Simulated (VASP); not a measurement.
# WS (Pm-3m) in VASP: settings compared

WS is run at these levels: PBE-based screened hybrid with 50 % exact exchange, PBEsol-based global hybrid with 25 % exact exchange, PBE0, HSE06; tasks: single point.

Program: VASP 6.6.1. These are calculated values, not measurements. Logs are shortened: lines on timing, memory, paths and dates and some standing lists are left out, and cuts for length are marked.

**1. The cell of the first run**

It takes space group Pm-3m (No. 221, cubic). Conventional cell: a = 3.008 Å, b = 3.008 Å, c = 3.008 Å, α = 90.00°, β = 90.00°, γ = 90.00°. Within 3.4 Å of W (site symmetry m-3m) lie 8 S at 2.60 Å and 6 W at 3.01 Å. S (site symmetry m-3m) has 8 W at 2.60 Å and 6 S at 3.01 Å within 3.4 Å.

**2. Single point, PBE-based screened hybrid with 50 % exact exchange**

Input file POSCAR:

```
WS
1.0
    3.0078900000      0.0000000000      0.0000000000
    0.0000000000      3.0078900000      0.0000000000
    0.0000000000      0.0000000000      3.0078900000
W S
1 1
Direct
    0.5000000000      0.5000000000      0.5000000000
    0.0000000000      0.0000000000      0.0000000000
```

Input file INCAR.step1:

```
SYSTEM = WS
PREC     = Accurate       ! precision mode
ENCUT    = 520            ! plane-wave cutoff, eV
EDIFF    = 1E-5           ! SCF threshold, eV
ISMEAR   = -1             ! smearing method
SIGMA    = 0.05           ! smearing width, eV
LREAL    = .False.        ! projectors in reciprocal space
LASPH    = .True.         ! aspherical terms in the spheres
NELM     = 100            ! most SCF steps
ALGO     = Normal         ! electronic algorithm
ISIF     = 2              ! what is computed and relaxed
LWAVE    = .True.         ! write WAVECAR
LCHARG   = .False.        ! write CHGCAR
GGA      = PE             ! functional
NBANDS   = 17             ! bands
```

Input file INCAR.step2:

```
SYSTEM = WS
PREC     = Accurate       ! precision mode
ENCUT    = 520            ! plane-wave cutoff, eV
EDIFF    = 1E-7           ! SCF threshold, eV
ISMEAR   = -1             ! smearing method
SIGMA    = 0.05           ! smearing width, eV
LREAL    = .False.        ! projectors in reciprocal space
LASPH    = .True.         ! aspherical terms in the spheres
NELM     = 100            ! most SCF steps
ALGO     = Normal         ! electronic algorithm
ISIF     = 2              ! what is computed and relaxed
LWAVE    = .False.        ! write WAVECAR
LCHARG   = .False.        ! write CHGCAR
GGA      = PE             ! functional
LHFCALC  = .True.         ! exact exchange
AEXX     = 0.5            ! exact-exchange fraction
HFSCREEN = 0.2078699      ! screening, 1/A
PRECFOCK = Normal       
ISTART   = 1            
NBANDS   = 17             ! bands
```

Input file KPOINTS:

```
Automatic mesh
0
Gamma
  5 5 5
  0 0 0
```

Potentials or basis: VASP PAW PBE potentials, release 64 (W_sv, S).

Launch:

```console
$ cat potpaw_PBE.64/W_sv/POTCAR potpaw_PBE.64/S/POTCAR > POTCAR
$ cp INCAR.step1 INCAR
$ mpirun -np 1 vasp_std > vasp.out
$ cp INCAR.step2 INCAR
$ mpirun -np 1 vasp_std > vasp.out
```

OUTCAR:

```text
SYSTEM = WS
   PREC = Accurate
   ENCUT = 520
   EDIFF = 1E-7
   ISMEAR = -1
   LREAL = .False.
   LASPH = .True.
   NELM = 100
   ISIF = 2
   GGA = PE
   LHFCALC = .True.
   AEXX = 0.5
   HFSCREEN = 0.2078699
   PRECFOCK = Normal
   ISTART = 1

 ion  position               nearest neighbor table
   1  0.500  0.500  0.500-   2 2.60   2 2.60   2 2.60   2 2.60   2 2.60   2 2.60   2 2.60   2 2.60

   2  0.000  0.000  0.000-   1 2.60   1 2.60   1 2.60   1 2.60   1 2.60   1 2.60   1 2.60   1 2.60

  LATTYP: Found a simple cubic cell.
 ALAT       =     3.0078900000

  Lattice vectors:

 A1 = (   3.0078900000,   0.0000000000,   0.0000000000)
 A2 = (   0.0000000000,   3.0078900000,   0.0000000000)
 A3 = (   0.0000000000,   0.0000000000,   3.0078900000)

Analysis of symmetry for initial positions (statically):
=====================================================================
 Subroutine PRICEL returns:
 Original cell was already a primitive cell.

 Routine SETGRP: Setting up the symmetry group for a
 simple cubic supercell.

 Subroutine GETGRP returns: Found 48 space group operations
 (whereof 48 operations were pure point group operations)
 out of a pool of 48 trial point group operations.

The static configuration has the point symmetry O_h .

Analysis of symmetry for dynamics (positions and initial velocities):
=====================================================================
 Subroutine PRICEL returns:
 Original cell was already a primitive cell.

 Routine SETGRP: Setting up the symmetry group for a
 simple cubic supercell.

 Subroutine GETGRP returns: Found 48 space group operations
 (whereof 48 operations were pure point group operations)
 out of a pool of 48 trial point group operations.

The dynamic configuration has the point symmetry O_h .

 Subroutine INISYM returns: Found 48 space group operations
 (whereof 48 operations are pure point group operations),
 and found     1 'primitive' translations

----------------------------------------------------------------------------------------

                                     Primitive cell

  volume of cell :      27.2136

  direct lattice vectors                    reciprocal lattice vectors
     3.007890000  0.000000000  0.000000000     0.332458966  0.000000000  0.000000000
     0.000000000  3.007890000  0.000000000     0.000000000  0.332458966  0.000000000
     0.000000000  0.000000000  3.007890000     0.000000000  0.000000000  0.332458966

  length of vectors
     3.007890000  3.007890000  3.007890000     0.332458966  0.332458966  0.332458966

  position of ions in fractional coordinates (direct lattice)
     0.500000000  0.500000000  0.500000000
     0.000000000  0.000000000  0.000000000

  ion indices of the primitive-cell ions
   primitive index   ion index
                 1           1
                 2           2

----------------------------------------------------------------------------------------

 KPOINTS: Automatic mesh

Automatic generation of k-mesh.
 Grid dimensions read from file:
 generate k-points for:    5    5    5

 Generating k-lattice:

  Cartesian coordinates                     Fractional coordinates (reciprocal lattice)
     0.066491793  0.000000000  0.000000000     0.200000000  0.000000000  0.000000000
     0.000000000  0.066491793  0.000000000     0.000000000  0.200000000  0.000000000
     0.000000000  0.000000000  0.066491793     0.000000000  0.000000000  0.200000000

  Length of vectors
     0.066491793  0.066491793  0.066491793

  Shift w.r.t. Gamma in fractional coordinates (k-lattice)
     0.000000000  0.000000000  0.000000000

 Subroutine IBZKPT returns following result:
 ===========================================

 Found     10 irreducible k-points:

 Following reciprocal coordinates:
            Coordinates               Weight
  0.000000  0.000000  0.000000      1.000000
  0.200000  0.000000  0.000000      6.000000
  0.400000  0.000000  0.000000      6.000000
  0.200000  0.200000  0.000000     12.000000
  0.400000  0.200000  0.000000     24.000000
  0.400000  0.400000  0.000000     12.000000
  0.200000  0.200000  0.200000      8.000000
  0.400000  0.200000  0.200000     24.000000
  0.400000  0.400000  0.200000     24.000000
  0.400000  0.400000  0.400000      8.000000
   k-points           NKPTS =     10   k-points in BZ     NKDIM =    125   number of bands    NBANDS=     17
   number of dos      NEDOS =    301   number of ions     NIONS =      2
   total plane-waves  NPLWV =  13824
   dimension x,y,z NGX =    24 NGY =   24 NGZ =   24
   dimension x,y,z NGXF=    48 NGYF=   48 NGZF=   48
   ions per type =               1   1
   NGX,Y,Z   is equivalent  to a cutoff of  13.26, 13.26, 13.26 a.u.
   NGXF,Y,Z  is equivalent  to a cutoff of  26.53, 26.53, 26.53 a.u.
 SYSTEM =  WS
   PREC   = accura    normal or accurate (medium, high low for compatibility)
   ISTART =      1    job   : 0-new  1-cont  2-samecut
   ICHARG =      0    charge: 1-file 2-atom 10-const
[... 35 lines left out ...]
   NKREDX  =     1    reduce k-point grid by
   NKREDY  =     1    reduce k-point grid by
   NKREDZ  =     1    reduce k-point grid by
   AEXX    =    0.5000 exact exchange contribution
   HFSCREEN=    0.2079 screening length (either q_TF or 0.3 A-1)
   HFSCREENC=   0.2079 screening length for correlation (either q_TF or 0.3 A-1)
   ENCUTFOCK=  -1.0 apply spherical cutoff to Coloumb kernel
   IVDW    =     0    specifies the selected vdW correction
   LEPSILON=     F    determine dielectric tensor
   LRPA    =     F    only Hartree local field effects (RPA)
 non-spin polarized calculation
  energy-cutoff  :      520.00
  volume of cell :       27.21
 maximum number of plane-waves:       743
 NGX is ok and might be reduce to    24
  NGX = 18; NGY = 18; NGZ = 18

 number of electron      19.9999996 magnetization

 Free energy of the ion-electron system (eV)
  ---------------------------------------------------
  ext. energy  EPLUGINS =         0.00000000
  ---------------------------------------------------
  free energy    TOTEN  =       -22.68940844 eV

  energy without entropy =      -22.68439660  energy(sigma->0) =      -22.68690252

 E-fermi :  12.8126     XC(G=0):  -8.3537

 val. band max:       12.7159692636   @ k =   0.4000   0.4000   0.4000
 cond. band min:      13.1656324813   @ k =   0.4000   0.2000   0.0000
 fundamental gap:      0.4496632177
 Fermi energy:        12.8125979460

 k-point     1 :       0.0000    0.0000    0.0000
  band No.  band energies     occupation
      1     -70.5703      2.00000
      2     -31.6708      2.00000
      3     -31.6708      2.00000
      4     -31.6708      2.00000
      5      -9.2072      2.00000
      6       6.2533      2.00000
[... 9 lines left out ...]
     16      23.8232      0.00000
     17      32.1036      0.00000

 k-point     2 :       0.2000    0.0000    0.0000
  band No.  band energies     occupation
      1     -70.5613      2.00000
      2     -31.8677      2.00000
      3     -31.6488      2.00000
      4     -31.6488      2.00000
      5      -8.4643      2.00000
      6       3.7221      2.00000
[... 9 lines left out ...]
     16      25.4293      0.00000
     17      27.2249      0.00000

 k-point     3 :       0.4000    0.0000    0.0000
  band No.  band energies     occupation
      1     -70.5468      2.00000
      2     -32.1784      2.00000
      3     -31.6141      2.00000
      4     -31.6141      2.00000
      5      -6.7911      2.00000
      6       0.0727      2.00000
[... 9 lines left out ...]
     16      22.8553      0.00000
     17      22.8553      0.00000

 k-point     4 :       0.2000    0.2000    0.0000
  band No.  band energies     occupation
      1     -70.5522      2.00000
      2     -31.8483      2.00000
      3     -31.8406      2.00000
      4     -31.6277      2.00000
      5      -7.8499      2.00000
      6       3.6496      2.00000
[... 9 lines left out ...]
     16      24.5502      0.00000
     17      24.7763      0.00000
[... 63 lines left out ...]
      1     -70.5281      2.00000
      2     -32.1276      2.00000
      3     -31.7889      2.00000
      4     -31.7819      2.00000
      5      -6.2646      2.00000
      6       1.5636      2.00000
[... 9 lines left out ...]
     16      23.4926      0.00000
     17      23.6377      0.00000

 k-point     9 :       0.4000    0.4000    0.2000
  band No.  band energies     occupation
      1     -70.5128      2.00000
      2     -32.0882      2.00000
      3     -32.0853      2.00000
      4     -31.7512      2.00000
      5      -5.7037      2.00000
      6       2.4182      2.00000
[... 9 lines left out ...]
     16      24.1138      0.00000
     17      26.4095      0.00000

 k-point    10 :       0.4000    0.4000    0.4000
  band No.  band energies     occupation
      1     -70.4972      2.00000
      2     -32.0529      2.00000
      3     -32.0511      2.00000
      4     -32.0510      2.00000
      5      -4.5875      2.00000
      6       1.8285      2.00000
[... 9 lines left out ...]
     16      20.7482      0.00000
     17      26.9851      0.00000

------------------------ aborting loop because EDIFF is reached ----------------------------------------

  FORCE on cell =-STRESS in cart. coord.  units (eV):
  Direction    XX          YY          ZZ          XY          YZ          ZX
  --------------------------------------------------------------------------------------
  -------------------------------------------------------------------------------------
  Total       -2.6585216     -2.6585216     -2.6585216      0.0000000     -0.0000000      0.0000000
  in kB     -156.5182297   -156.5182297   -156.5182297      0.0000000     -0.0000000      0.0000000
  external PRESSURE =    -156.5182297 kB  Pullay stress =       0.0000000 kB

 VOLUME and BASIS-vectors are now :
 -----------------------------------------------------------------------------
  energy-cutoff  :      520.00
  volume of cell :       27.21
      direct lattice vectors                 reciprocal lattice vectors
     3.007890000  0.000000000  0.000000000     0.332458966  0.000000000  0.000000000
     0.000000000  3.007890000  0.000000000     0.000000000  0.332458966  0.000000000
     0.000000000  0.000000000  3.007890000     0.000000000  0.000000000  0.332458966

 POSITION                                       TOTAL-FORCE (eV/Angst)
 -----------------------------------------------------------------------------------
      1.50395      1.50395      1.50395         0.000000      0.000000      0.000000
      0.00000      0.00000      0.00000         0.000000      0.000000      0.000000
 -----------------------------------------------------------------------------------
    total drift:                               -0.000012     -0.000005      0.000025

  FREE ENERGIE OF THE ION-ELECTRON SYSTEM (eV)
  ---------------------------------------------------
  free  energy   TOTEN  =       -22.6894084430 eV

  energy  without entropy=      -22.6843966046  energy(sigma->0) =      -22.68690252
```

It took 17 min on 1 thread of Intel Xeon Platinum 8259CL at 2.50GHz (Skylake/Cascade Lake), shared host; peak memory 0.25 GiB.

What came out:

| Item | Value |
| --- | --- |
| Free energy | -22.6894 eV |
| Pressure | -15.7 GPa |
| Band gap on the k mesh | zero (bands 10 and 11 overlap by 2.53 eV) |

Caveat: the k points lie up to 0.42 Å⁻¹ apart, too coarse for converged energies and pressures of a metal; the PAW data sets were made with another functional, which shifts forces and pressure a little; spin-orbit coupling is left out, which moves the levels of the heavy elements.

**3. Single point, PBEsol-based global hybrid with 25 % exact exchange**

This run uses another cell than the first one, of 12.93 Å³/atom.

Input file POSCAR:

```
WS
1.0
    2.9570009749      0.0000000000      0.0000000000
    0.0000000000      2.9570009749      0.0000000000
    0.0000000000      0.0000000000      2.9570009749
W S
1 1
Direct
    0.5000000000      0.5000000000      0.5000000000
    0.0000000000      0.0000000000      0.0000000000
```

Input file INCAR.step1:

```
SYSTEM = WS
PREC = Accurate
ENCUT = 520
EDIFF = 1E-5
ISMEAR = -1
SIGMA = 0.05
LREAL = .FALSE.
LASPH = .TRUE.
NELM = 100
ALGO = Normal
ISIF = 2
LWAVE = .TRUE.
LCHARG = .FALSE.
GGA = PE
NBANDS = 17
```

Input file INCAR.step2:

```
SYSTEM = WS
PREC = Accurate
ENCUT = 520
EDIFF = 1E-6
ISMEAR = -1
SIGMA = 0.05
LREAL = .FALSE.
LASPH = .TRUE.
NELM = 100
ALGO = Normal
ISIF = 2
LWAVE = .FALSE.
LCHARG = .FALSE.
GGA = PS
LHFCALC = .TRUE.
AEXX = 0.25
PRECFOCK = Normal
ISTART = 1
NBANDS = 17
```

Input file KPOINTS:

```
regular mesh
0
G
  5 5 5
  0 0 0
```

Potentials or basis: VASP PAW PBE potentials, release 64 (W_sv, S).

Launch:

```console
$ cat potpaw_PBE.64/W_sv/POTCAR potpaw_PBE.64/S/POTCAR > POTCAR
$ cp INCAR.step1 INCAR
$ mpirun -np 1 vasp_std > vasp.out
$ cp INCAR.step2 INCAR
$ mpirun -np 1 vasp_std > vasp.out
```

Wall time 9.7 min (1 thread of Intel Xeon Platinum 8488C (Sapphire Rapids), shared host); peak memory 0.16 GiB.

It converged, with:

| Property | Result |
| --- | --- |
| Free energy | -22.2840 eV |
| Pressure | -0.4 GPa |
| Band gap on the k mesh | zero (bands 10 and 11 overlap by 3.25 eV) |

Levels at points of the mesh, in eV from the Fermi level:
| k point | band 6 | band 7 | band 8 | band 9 | band 10 | band 11 | band 12 | band 13 | band 14 | band 15 |
| --- | --- | --- | --- | --- | --- | --- | --- | --- | --- | --- |
| (0.00, 0.00, 0.00) | -6.65 | -6.65 | -4.31 | -4.31 | -4.31 | 1.42 | 1.42 | 1.42 | 3.56 | 10.57 |

Caveat: the k points lie up to 0.42 Å⁻¹ apart, too coarse for converged energies and pressures of a metal; the PAW data sets were made with another functional, which shifts forces and pressure a little; spin-orbit coupling is left out, which moves the levels of the heavy elements.

**4. Single point, PBE0**

This run uses another cell than the first one, of 13.18 Å³/atom.

Input file POSCAR:

```
WS
1.0
    2.9759907982      0.0000000000      0.0000000000
    0.0000000000      2.9759907982      0.0000000000
    0.0000000000      0.0000000000      2.9759907982
W S
1 1
Direct
    0.5000000000      0.5000000000      0.5000000000
    0.0000000000      0.0000000000      0.0000000000
```

Input file INCAR.step1:

```
SYSTEM = WS
PREC = Accurate ; ENCUT = 520
EDIFF = 1E-5 ; ISMEAR = -1
SIGMA = 0.05 ; LREAL = .False.
LASPH = .True. ; NELM = 60
ALGO = Normal ; ISIF = 2
LWAVE = .True. ; LCHARG = .False.
NBANDS = 17 ; GGA = PE
```

Input file INCAR.step2:

```
SYSTEM = WS
PREC = Accurate ; ENCUT = 520
EDIFF = 1E-6 ; ISMEAR = -1
SIGMA = 0.05 ; LREAL = .False.
LASPH = .True. ; NELM = 60
ALGO = Normal ; ISIF = 2
LWAVE = .False. ; LCHARG = .False.
GGA = PE ; LHFCALC = .True.
AEXX = 0.25 ; PRECFOCK = Normal
NBANDS = 17 ; ISTART = 1
```

Input file KPOINTS:

```
Automatic mesh
0
Gamma
  5 5 5
  0 0 0
```

Launch:

```console
$ cat potpaw_PBE.64/W_sv/POTCAR potpaw_PBE.64/S/POTCAR > POTCAR
$ cp INCAR.step1 INCAR
$ mpirun -np 1 vasp_std > vasp.out
$ cp INCAR.step2 INCAR
$ mpirun -np 1 vasp_std > vasp.out
```

Run time: 9.1 min. Hardware: 1 thread of Intel Xeon Platinum 8488C (Sapphire Rapids), shared host; peak memory 0.15 GiB.

The run converged. Its results:

- Free energy: -21.2623 eV
- Pressure: -0.6 GPa
- Band gap on the k mesh: zero (bands 10 and 11 overlap by 3.16 eV)

Levels at points of the mesh, in eV from the Fermi level:
| k point | band 6 | band 7 | band 8 | band 9 | band 10 | band 11 | band 12 | band 13 | band 14 | band 15 |
| --- | --- | --- | --- | --- | --- | --- | --- | --- | --- | --- |
| (0.00, 0.00, 0.00) | -6.52 | -6.52 | -4.35 | -4.35 | -4.35 | 1.39 | 1.39 | 1.39 | 3.29 | 10.45 |

Caveat: the k points lie up to 0.42 Å⁻¹ apart, too coarse for converged energies and pressures of a metal; the PAW data sets were made with another functional, which shifts forces and pressure a little; spin-orbit coupling is left out, which moves the levels of the heavy elements.

**5. Single point, HSE06**

This run uses another cell than the first one, of 13.20 Å³/atom.

Input file POSCAR:

```
WS
1.0
    2.9773888898      0.0000000000      0.0000000000
    0.0000000000      2.9773888898      0.0000000000
    0.0000000000      0.0000000000      2.9773888898
W S
1 1
Direct
    0.5000000000      0.5000000000      0.5000000000
    0.0000000000      0.0000000000      0.0000000000
```

Input file INCAR.step1:

```
PREC = Accurate
ENCUT = 520
EDIFF = 1E-5
ISMEAR = -1
SIGMA = 0.05
LREAL = False
LASPH = True
NELM = 100
ALGO = Normal
ISIF = 2
LWAVE = True
LCHARG = False
NBANDS = 17
GGA = PE
```

Input file INCAR.step2:

```
PREC = Accurate
ENCUT = 520
EDIFF = 1E-6
ISMEAR = -1
SIGMA = 0.05
LREAL = False
LASPH = True
NELM = 100
ALGO = Normal
ISIF = 2
LWAVE = False
LCHARG = False
GGA = PE
LHFCALC = True
HFSCREEN = 0.2079
PRECFOCK = Normal
NBANDS = 17
ISTART = 1
```

Input file KPOINTS:

```
Automatic mesh
0
Gamma
  5 5 5
```

Launch:

```console
$ cat potpaw_PBE.64/W_sv/POTCAR potpaw_PBE.64/S/POTCAR > POTCAR
$ cp INCAR.step1 INCAR
$ mpirun -np 1 vasp_std > vasp.out
$ cp INCAR.step2 INCAR
$ mpirun -np 1 vasp_std > vasp.out
```

Wall time 7.7 min (1 thread of Intel Xeon Platinum 8488C (Sapphire Rapids), shared host); peak memory 0.25 GiB.

The run converged. Its results:

```
Free energy            : -19.5821 eV
Pressure               : -0.5 GPa
Band gap on the k mesh : zero (bands 10 and 11 overlap by 2.46 eV)
```

Levels at points of the mesh, in eV from the Fermi level:
| k point | band 7 | band 8 | band 9 | band 10 | band 11 | band 12 | band 13 | band 14 |
| --- | --- | --- | --- | --- | --- | --- | --- | --- |
| (0.00, 0.00, 0.00) | -5.91 | -3.80 | -3.80 | -3.80 | 1.22 | 1.22 | 1.22 | 3.07 |

Caveat: the k points lie up to 0.42 Å⁻¹ apart, too coarse for converged energies and pressures of a metal; the PAW data sets were made with another functional, which shifts forces and pressure a little; spin-orbit coupling is left out, which moves the levels of the heavy elements.

**6. The runs side by side**

| level | cell | share of exact exchange | screening parameter | gap on the mesh (eV) | pressure (GPa) |
| --- | --- | --- | --- | --- | --- |
| PBE-based screened hybrid with 50 % exact exchange | a = 3.008 Å, 2 atoms | 0.5 | 0.20787 1/Å | none | -15.7 |
| PBEsol-based global hybrid with 25 % exact exchange | a = 2.957 Å, 2 atoms | 0.25 | - | none | -0.4 |
| PBE0 | a = 2.976 Å, 2 atoms | 0.25 | - | none | -0.6 |
| HSE06 | a = 2.977 Å, 2 atoms | 0.25 | 0.2079 1/Å | none | -0.5 |

Alike in all rows: task single point; potentials or basis VASP PAW PBE potentials, release 64 (W_sv, S); no spin polarisation; k mesh 5 × 5 × 5; cutoff (eV) 520; smearing fermi-dirac 0.05 eV.

Caveats: all runs use coarse meshes; the PAW data sets were made with another functional, which shifts forces and pressure a little; spin-orbit coupling is left out, which moves the levels of the heavy elements.

Absolute energies hang on the potentials; compare differences alone.
